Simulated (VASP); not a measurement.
# In3Se (Pm-3m) in VASP: notebook

Runs on In3Se. Level: PBE. Tasks: single point.

Everything below comes from runs of VASP 6.6.1. Logs are shortened: lines on timing, memory, paths and dates and some standing lists are left out, and cuts for length are marked.

## Step 1: The cell of the first run

The structure is cubic, space group Pm-3m (No. 221). The conventional cell has a = 4.804 Å, b = 4.804 Å, c = 4.804 Å, α = 90.00°, β = 90.00°, γ = 90.00°. In (site symmetry 4/mmm) has 8 In at 3.40 Å and 4 Se at 3.40 Å within 4.5 Å. Se (site symmetry m-3m) has 12 In at 3.40 Å within 4.5 Å.

## Step 2: Single point, PBE

The input, INCAR:

```
SYSTEM = In3Se
ALGO     = Normal         ! electronic algorithm
EDIFF    = 1E-7           ! SCF threshold, eV
ENCUT    = 520            ! plane-wave cutoff, eV
GGA      = PE             ! functional
ISIF     = 2              ! what is computed and relaxed
ISMEAR   = 0              ! smearing method
LASPH    = .TRUE.         ! aspherical terms in the spheres
LCHARG   = .FALSE.        ! write CHGCAR
LREAL    = .FALSE.        ! projectors in reciprocal space
LWAVE    = .FALSE.        ! write WAVECAR
NBANDS   = 30             ! bands
NELM     = 60             ! most SCF steps
PREC     = Accurate       ! precision mode
SIGMA    = 0.1            ! smearing width, eV
```

The input, KPOINTS:

```
k-points
0
G
  4 4 4
  0 0 0
```

The input, POSCAR:

```
In3Se
1.0
    4.8037580000      0.0000000000      0.0000000000
    0.0000000000      4.8037580000      0.0000000000
    0.0000000000      0.0000000000      4.8037580000
In Se
3 1
Direct
    0.0000000000      0.5000000000      0.5000000000
    0.5000000000      0.0000000000      0.5000000000
    0.5000000000      0.5000000000      0.0000000000
    0.0000000000      0.0000000000      0.0000000000
```

Potentials or basis: VASP PAW PBE potentials, release 64 (In_d, Se).

The run is started by

```
> cat potpaw_PBE.64/In_d/POTCAR potpaw_PBE.64/Se/POTCAR > POTCAR
> mpirun -np 1 vasp_std > vasp.out
```

OUTCAR:

```text
SYSTEM = In3Se
   EDIFF = 1E-7
   ENCUT = 520
   GGA = PE
   ISIF = 2
   ISMEAR = 0
   LASPH = .TRUE.
   LREAL = .FALSE.
   NELM = 60
   PREC = Accurate

 ion  position               nearest neighbor table
   1  0.000  0.500  0.500-   2 3.40   3 3.40   4 3.40   3 3.40   4 3.40   2 3.40   4 3.40   4 3.40
                             2 3.40   3 3.40   3 3.40   2 3.40
   2  0.500  0.000  0.500-   1 3.40   3 3.40   4 3.40   3 3.40   4 3.40   1 3.40   3 3.40   3 3.40
                             1 3.40   4 3.40   4 3.40   1 3.40
   3  0.500  0.500  0.000-   1 3.40   2 3.40   4 3.40   1 3.40   2 3.40   2 3.40   4 3.40   2 3.40
                             1 3.40   4 3.40   1 3.40   4 3.40
   4  0.000  0.000  0.000-   1 3.40   2 3.40   3 3.40   1 3.40   2 3.40   1 3.40   3 3.40   1 3.40
                             2 3.40   3 3.40   2 3.40   3 3.40

  LATTYP: Found a simple cubic cell.
 ALAT       =     4.8037580000

  Lattice vectors:

 A1 = (   4.8037580000,   0.0000000000,   0.0000000000)
 A2 = (   0.0000000000,   4.8037580000,   0.0000000000)
 A3 = (   0.0000000000,   0.0000000000,   4.8037580000)

Analysis of symmetry for initial positions (statically):
=====================================================================
 Subroutine PRICEL returns:
 Original cell was already a primitive cell.

 Routine SETGRP: Setting up the symmetry group for a
 simple cubic supercell.

 Subroutine GETGRP returns: Found 48 space group operations
 (whereof 48 operations were pure point group operations)
 out of a pool of 48 trial point group operations.

The static configuration has the point symmetry O_h .

Analysis of symmetry for dynamics (positions and initial velocities):
=====================================================================
 Subroutine PRICEL returns:
 Original cell was already a primitive cell.

 Routine SETGRP: Setting up the symmetry group for a
 simple cubic supercell.

 Subroutine GETGRP returns: Found 48 space group operations
 (whereof 48 operations were pure point group operations)
 out of a pool of 48 trial point group operations.

The dynamic configuration has the point symmetry O_h .

 Subroutine INISYM returns: Found 48 space group operations
 (whereof 48 operations are pure point group operations),
 and found     1 'primitive' translations

----------------------------------------------------------------------------------------

                                     Primitive cell

[... 78 lines left out ...]
   NELM   =     60;   NELMIN=  2; NELMDL= -5     # of ELM steps
   EDIFF  = 0.1E-06   stopping-criterion for ELM
   LREAL  =      F    real-space projection
   EDIFFG = 0.1E-05   stopping-criterion for IOM
   NSW    =      0    number of steps for IOM
   IBRION =     -1    ionic relax: 0-MD 1-quasi-New 2-CG
   NFREE  =      0    steps in history (QN), initial steepest desc. (CG)
   ISIF   =      2    stress and relaxation
   ISYM   =      2    0-nonsym 1-usesym 2-fastsym
   POTIM  = 0.5000    time-step for ionic-motion
   TEBEG  =    0.0;   TEEND  =   0.0 temperature during run
   PSTRESS=    0.0 pullay stress
   NELECT =      45.0000    total number of electrons
   NUPDOWN=      -1.0000    fix difference up-down
   EMIN   =  10.00;   EMAX   =-10.00  energy-range for DOS
   EFERMI =   0.00;   METHOD = LEGACY
   ISMEAR =     0;   SIGMA  =   0.10  broadening in eV -4-tet -1-fermi 0-gaus
   EFERMI_NEDOS =   21; number of points for ismear=-14 and -15
   IALGO  =     38    algorithm
   IMIX   =      4    mixing-type and parameters
     AMIX     =   0.40;   BMIX     =  1.00
     AMIX_MAG =   1.60;   BMIX_MAG =  1.00
  volume/ion in A,a.u.               =      27.71       187.02
  Fermi-wavevector in a.u.,A,eV,Ry     =   1.212173  2.290675 19.991897  1.469363
  Thomas-Fermi vector in A             =   2.347665
   LORBIT       =      0    0 simple, 1 ext, 2 COOP (PROOUT), +10 PAW based schemes
   GGA     = PE    functional components
   LHFCALC =     F    Hartree Fock is set to
   AEXX    =    0.0000 exact exchange contribution
   IVDW    =     0    specifies the selected vdW correction
   LEPSILON=     F    determine dielectric tensor
   LRPA    =     F    only Hartree local field effects (RPA)
 non-spin polarized calculation
 Gauss-broadening in eV      SIGMA  =   0.10
  energy-cutoff  :      520.00
  volume of cell :      110.85
 maximum number of plane-waves:      3016
 NGX is ok and might be reduce to    36
   NGX = 17   NGY = 17   NGZ = 17

 number of electron      45.0000024 magnetization

 Free energy of the ion-electron system (eV)
  ---------------------------------------------------
  ext. energy  EPLUGINS =         0.00000000
  ---------------------------------------------------
  free energy    TOTEN  =       -11.64618173 eV

  energy without entropy =      -11.63618524  energy(sigma->0) =      -11.64118348

 E-fermi :   6.0249     XC(G=0):  -9.7367

 val. band max:        5.9932507923   @ k =   0.5000   0.2500   0.2500
 cond. band min:       6.3250741960   @ k =   0.2500   0.2500   0.0000
 fundamental gap:      0.3318234037
 Fermi energy:         6.0249146110

 k-point     1 :       0.0000    0.0000    0.0000
  band No.  band energies     occupation
      1      -8.8397      2.00000
      2      -8.8385      2.00000
      3      -8.8385      2.00000
      4      -8.8385      2.00000
      5      -8.7218      2.00000
      6      -8.7218      2.00000
[... 319 lines left out ...]
     29      13.9142      0.00000
     30      14.2747      0.00000

------------------------ aborting loop because EDIFF is reached ----------------------------------------

  FORCE on cell =-STRESS in cart. coord.  units (eV):
  Direction    XX          YY          ZZ          XY          YZ          ZX
  --------------------------------------------------------------------------------------
  -------------------------------------------------------------------------------------
  Total       -0.1149548     -0.1149548     -0.1149548      0.0000000     -0.0000000      0.0000000
  in kB       -1.6614764     -1.6614764     -1.6614764      0.0000000     -0.0000000      0.0000000
  external PRESSURE =      -1.6614764 kB  Pullay stress =       0.0000000 kB

 VOLUME and BASIS-vectors are now :
 -----------------------------------------------------------------------------
  energy-cutoff  :      520.00
  volume of cell :      110.85
      direct lattice vectors                 reciprocal lattice vectors
     4.803758000  0.000000000  0.000000000     0.208170353  0.000000000  0.000000000
     0.000000000  4.803758000  0.000000000     0.000000000  0.208170353  0.000000000
     0.000000000  0.000000000  4.803758000     0.000000000  0.000000000  0.208170353

 POSITION                                       TOTAL-FORCE (eV/Angst)
 -----------------------------------------------------------------------------------
      0.00000      2.40188      2.40188         0.000000      0.000000      0.000000
      2.40188      0.00000      2.40188         0.000000      0.000000      0.000000
      2.40188      2.40188      0.00000         0.000000      0.000000      0.000000
      0.00000      0.00000      0.00000         0.000000      0.000000      0.000000
 -----------------------------------------------------------------------------------
    total drift:                                0.000000      0.000000      0.000000

  FREE ENERGIE OF THE ION-ELECTRON SYSTEM (eV)
  ---------------------------------------------------
  free  energy   TOTEN  =       -11.6461817338 eV

  energy  without entropy=      -11.6361852351  energy(sigma->0) =      -11.64118348
```

Run time: 23 s. Hardware: 1 thread of AMD EPYC 9R45 (Zen 5), shared host; peak memory 0.18 GiB.

Results:

```
Free energy : -11.6462 eV
Pressure    : -0.2 GPa
```

Caveat: spin-orbit coupling is left out, which moves the levels of the heavy elements.

## Step 3: Single point, PBE

The input, INCAR:

```
  PREC = Accurate
  ENCUT = 520
  EDIFF = 1E-6
  ISMEAR = 0
  SIGMA = 0.1
  LREAL = False
  LASPH = True
  NELM = 100
  ALGO = Normal
  ISIF = 2
  LWAVE = False
  LCHARG = False
  GGA = PE
  NBANDS = 30
```

The input, KPOINTS:

```
Automatic mesh
0
Gamma
  4 4 4
  0.5 0.5 0.5
```

POSCAR is that of step 2.

Potentials or basis: VASP PAW PBE potentials, release 64 (In_d, Se).

The run is started by

```
> cat potpaw_PBE.64/In_d/POTCAR potpaw_PBE.64/Se/POTCAR > POTCAR
> mpirun -np 1 vasp_std > vasp.out
```

OUTCAR:

```text
PREC = Accurate
   ENCUT = 520
   EDIFF = 1E-6
   ISMEAR = 0
   LREAL = False
   LASPH = True
   NELM = 100
   ISIF = 2
   GGA = PE

 ion  position               nearest neighbor table
   1  0.000  0.500  0.500-   2 3.40   3 3.40   4 3.40   3 3.40   4 3.40   2 3.40   4 3.40   4 3.40
                             2 3.40   3 3.40   3 3.40   2 3.40
   2  0.500  0.000  0.500-   1 3.40   3 3.40   4 3.40   3 3.40   4 3.40   1 3.40   3 3.40   3 3.40
                             1 3.40   4 3.40   4 3.40   1 3.40
   3  0.500  0.500  0.000-   1 3.40   2 3.40   4 3.40   1 3.40   2 3.40   2 3.40   4 3.40   2 3.40
                             1 3.40   4 3.40   1 3.40   4 3.40
   4  0.000  0.000  0.000-   1 3.40   2 3.40   3 3.40   1 3.40   2 3.40   1 3.40   3 3.40   1 3.40
                             2 3.40   3 3.40   2 3.40   3 3.40

  LATTYP: Found a simple cubic cell.
 ALAT       =     4.8037580000

  Lattice vectors:

 A1 = (   4.8037580000,   0.0000000000,   0.0000000000)
 A2 = (   0.0000000000,   4.8037580000,   0.0000000000)
 A3 = (   0.0000000000,   0.0000000000,   4.8037580000)

Analysis of symmetry for initial positions (statically):
[... 158 lines left out ...]

 val. band max:        5.6357847049   @ k =   0.3750   0.3750   0.1250
 cond. band min:       5.8510729304   @ k =   0.1250   0.1250   0.1250
 fundamental gap:      0.2152882255
 Fermi energy:         5.7632586800

 k-point     1 :       0.1250    0.1250    0.1250
  band No.  band energies     occupation
      1      -8.8165      2.00000
      2      -8.7963      2.00000
      3      -8.7963      2.00000
      4      -8.7904      2.00000
      5      -8.6847      2.00000
      6      -8.6847      2.00000
[... 121 lines left out ...]
     29      13.2030      0.00000
     30      13.6392      0.00000

------------------------ aborting loop because EDIFF is reached ----------------------------------------

  FORCE on cell =-STRESS in cart. coord.  units (eV):
  Direction    XX          YY          ZZ          XY          YZ          ZX
  --------------------------------------------------------------------------------------
  -------------------------------------------------------------------------------------
  Total       -0.6523534     -0.6523534     -0.6523534     -0.0000000      0.0000000     -0.0000000
  in kB       -9.4286638     -9.4286638     -9.4286638     -0.0000000      0.0000000     -0.0000000
  external PRESSURE =      -9.4286638 kB  Pullay stress =       0.0000000 kB

 VOLUME and BASIS-vectors are now :
 -----------------------------------------------------------------------------
  energy-cutoff  :      520.00
  volume of cell :      110.85
      direct lattice vectors                 reciprocal lattice vectors
     4.803758000  0.000000000  0.000000000     0.208170353  0.000000000  0.000000000
     0.000000000  4.803758000  0.000000000     0.000000000  0.208170353  0.000000000
     0.000000000  0.000000000  4.803758000     0.000000000  0.000000000  0.208170353

 POSITION                                       TOTAL-FORCE (eV/Angst)
 -----------------------------------------------------------------------------------
      0.00000      2.40188      2.40188         0.000000      0.000000      0.000000
      2.40188      0.00000      2.40188         0.000000      0.000000      0.000000
      2.40188      2.40188      0.00000         0.000000      0.000000      0.000000
      0.00000      0.00000      0.00000         0.000000      0.000000      0.000000
 -----------------------------------------------------------------------------------
    total drift:                                0.000000      0.000000      0.000000

  FREE ENERGIE OF THE ION-ELECTRON SYSTEM (eV)
  ---------------------------------------------------
  free  energy   TOTEN  =       -11.7451376312 eV

  energy  without entropy=      -11.7377097510  energy(sigma->0) =      -11.74142369
```

OSZICAR:

```text
N       E                     dE             d eps       ncg     rms          rms(c)
DAV:   1     0.406938253472E+03    0.40694E+03   -0.21199E+04   240   0.182E+03
DAV:   2     0.305650357960E+02   -0.37637E+03   -0.36740E+03   240   0.448E+02
DAV:   3    -0.993441431865E+01   -0.40499E+02   -0.39389E+02   292   0.162E+02
DAV:   4    -0.119409539142E+02   -0.20065E+01   -0.20011E+01   282   0.371E+01
DAV:   5    -0.120296958428E+02   -0.88742E-01   -0.88738E-01   332   0.694E+00    0.406E+00
DAV:   6    -0.117484991947E+02    0.28120E+00   -0.98116E-01   354   0.755E+00    0.238E+00
DAV:   7    -0.117488284137E+02   -0.32922E-03   -0.13177E-01   280   0.175E+00    0.971E-01
DAV:   8    -0.117456234355E+02    0.32050E-02   -0.11344E-02   346   0.576E-01    0.243E-01
DAV:   9    -0.117451130724E+02    0.51036E-03   -0.33953E-03   318   0.322E-01    0.934E-02
DAV:  10    -0.117451271858E+02   -0.14113E-04   -0.40032E-04   322   0.184E-01    0.284E-02
DAV:  11    -0.117451386398E+02   -0.11454E-04   -0.48299E-05   286   0.379E-02    0.113E-02
DAV:  12    -0.117451375864E+02    0.10534E-05   -0.38006E-06   252   0.192E-02    0.372E-03
DAV:  13    -0.117451376312E+02   -0.44830E-07   -0.51804E-07   156   0.705E-03
   1 F= -.11745138E+02 E0= -.11741424E+02  d E =-.742788E-02
```

stdout:

```text
POSCAR found type information on POSCAR InSe
 POSCAR found :  2 types and       4 ions
 scaLAPACK will be used
 LDA part: xc-table for (Slater+PW92), standard interpolation
 POSCAR, INCAR and KPOINTS ok, starting setup
 FFT: planning ... GRIDC
 FFT: planning ... GRID_SOFT
 FFT: planning ... GRID
 WAVECAR not read
 entering main loop
```

It took 11 s on 1 thread of AMD EPYC 9R45 (Zen 5), shared host; peak memory 0.17 GiB.

What came out:

```
Free energy : -11.7451 eV
Pressure    : -0.9 GPa
```

Caveat: spin-orbit coupling is left out, which moves the levels of the heavy elements.

(Part 1 of 2 ends here.)
